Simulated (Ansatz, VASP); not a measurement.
# One calculation of ZrTa2C2, two programs

INCAR

```
SYSTEM = ZrTa2C2
ALGO     = Normal         ! electronic algorithm
EDIFF    = 1E-6           ! SCF threshold, eV
EDIFFG   = -0.01          ! ionic threshold
ENCUT    = 600            ! plane-wave cutoff, eV
GGA      = PE             ! functional
IBRION   = 2              ! ionic algorithm
ISIF     = 3              ! what is computed and relaxed
ISMEAR   = 0              ! smearing method
LASPH    = .TRUE.         ! aspherical terms in the spheres
LCHARG   = .FALSE.        ! write CHGCAR
LREAL    = .FALSE.        ! projectors in reciprocal space
LWAVE    = .FALSE.        ! write WAVECAR
NELM     = 100            ! most SCF steps
NSW      = 100            ! ionic steps
PREC     = Accurate       ! precision mode
SIGMA    = 0.1            ! smearing width, eV
```

File KPOINTS:

```
k-points
0
G
  12 12 6
  0 0 0
```

File POSCAR:

```
ZrTa2C2
1.0
    3.2076393000      0.0000000000      0.0000000000
   -1.6038196000      2.7778971000      0.0000000000
    0.0000000000      0.0000000000      7.7004612000
Zr Ta C
1 2 2
Direct
    0.0000000000      0.0000000000      0.0000000000
    0.3333333000      0.6666667000      0.3334490000
    0.6666667000      0.3333333000      0.6665510000
    0.3333333000      0.6666667000      0.8111560000
    0.6666667000      0.3333333000      0.1888440000
```

Input for Ansatz:

```yaml
crystal:
  lattice:
    - [3.2076393, 0.0, 0.0]
    - [-1.6038196, 2.7778971, 0.0]
    - [0.0, 0.0, 7.7004612]
  atoms:
    - { symbol: Zr, position: [0.0, 0.0, 0.0] }
    - { symbol: Ta, position: [0.3333333, 0.6666667, 0.333449] }
    - { symbol: Ta, position: [0.6666667, 0.3333333, 0.666551] }
    - { symbol: C, position: [0.3333333, 0.6666667, 0.811156] }
    - { symbol: C, position: [0.6666667, 0.3333333, 0.188844] }
basis:
  ecutwfc: 420
kpoints:
  mp_grid: { grid: [12, 12, 6] }
hamiltonian:
  xc: pbe
scf:
  occupations: { method: gaussian, width: 0.1 }
output:
  forces: true
  stress: true
  eigenvalues: true
relax:
  adjacent_minimum: "off"
  f_tol: 0.01
  max_steps: 80
  cell: { stress_tol: 0.05 }
```

Change from the starting cell: relaxed end of: species swapped into the Tb2SeO2 type (P-3m1, No. 164).

Alike in both runs: task relaxation of cell and atoms; functional PBE; k mesh 12 × 12 × 6; occupations gaussian, width 0.1 eV; no spin polarisation.

|  | VASP | Ansatz |
| --- | --- | --- |
| version | VASP 6.6.1 | Ansatz 0.2.0 |
| potentials or method | VASP PAW PBE potentials, release 64 (Zr_sv, Ta_pv, C), cutoff 600 eV | scalar-relativistic, plane waves, PAW |
| valence electrons in the cell | 42 | 46 |

```tsv
	VASP	Ansatz	Ansatz less VASP
gap on the k mesh at the Fermi level, each at its own relaxed structure (eV)	none	none	-
relaxed volume (Å³/atom)	13.74	13.72	-0.015
relaxed cell length with the largest relative difference (Å)	3.209	3.208	-0.0013
```

A gap of «none» marks a metal or a gap that the smearing closes. VASP's potentials hold 42 valence electrons a cell and Ansatz's 46, so a difference there can come from the potentials and not from the codes.

Neither program's run includes spin-orbit coupling.
